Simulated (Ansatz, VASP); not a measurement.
## Si in VASP and in Ansatz

Contents of INCAR:

```
PREC = Accurate
ENCUT = 520
EDIFF = 1E-6
ISMEAR = 0
SIGMA = 0.15
LREAL = False
LASPH = True
NELM = 100
ALGO = Normal
ISIF = 2
LWAVE = False
LCHARG = False
GGA = CA
NBANDS = 11
```

File KPOINTS:

```
Automatic mesh
0
Gamma
  24 24 10
```

POSCAR

```
Si
1.0
    2.7988563849      0.0000000000      0.0000000000
   -1.3994281924      2.4238807308      0.0000000000
    0.0000000000      0.0000000000      4.3936125382
Si
2
Direct
    0.3333333333      0.6666666667      0.2500000000
    0.6666666667      0.3333333333      0.7500000000
```

Input for Ansatz:

```yaml
crystal:
  lattice:
    - [2.7988563849, 0.0, 0.0]
    - [-1.3994281924, 2.4238807308, 0.0]
    - [0.0, 0.0, 4.3936125382]
  atoms:
    - { symbol: Si, position: [0.3333333333, 0.6666666667, 0.25] }
    - { symbol: Si, position: [0.6666666667, 0.3333333333, 0.75] }
basis:
  ecutwfc: 420
kpoints:
  mp_grid: { grid: [24, 24, 10] }
hamiltonian:
  xc: lda
scf:
  occupations: { method: gaussian, width: 0.15 }
output:
  forces: true
  stress: true
  eigenvalues: true
```

Change from the starting cell: strain +0.050 along x and y, -0.025 along z, atoms carried along.

Alike in both runs: task single point; functional LDA; k mesh 24 × 24 × 10; occupations gaussian, width 0.15 eV; no spin polarisation.

```csv
,VASP,Ansatz
version,VASP 6.6.1,Ansatz 0.2.0
potentials or method,"VASP PAW LDA potentials, release 64 (Si), cutoff 520 eV","scalar-relativistic, plane waves, PAW"
valence electrons in the cell,8,8
```

VASP gave:

- gap on the k mesh at the Fermi level (eV): none
- pressure (GPa): -5.9
- traceless stress, the component that is largest in VASP (GPa): 0.67

**Question.** What did Ansatz give for the same quantities?

**Answer.** gap on the k mesh at the Fermi level (eV): none; pressure (GPa): -6.0; traceless stress, the component that is largest in VASP (GPa): 0.66.

LDA's correlation is that of Perdew and Zunger in VASP and of Perdew and Wang (1992) in Ansatz. A gap of «none» marks a metal or a gap that the smearing closes.
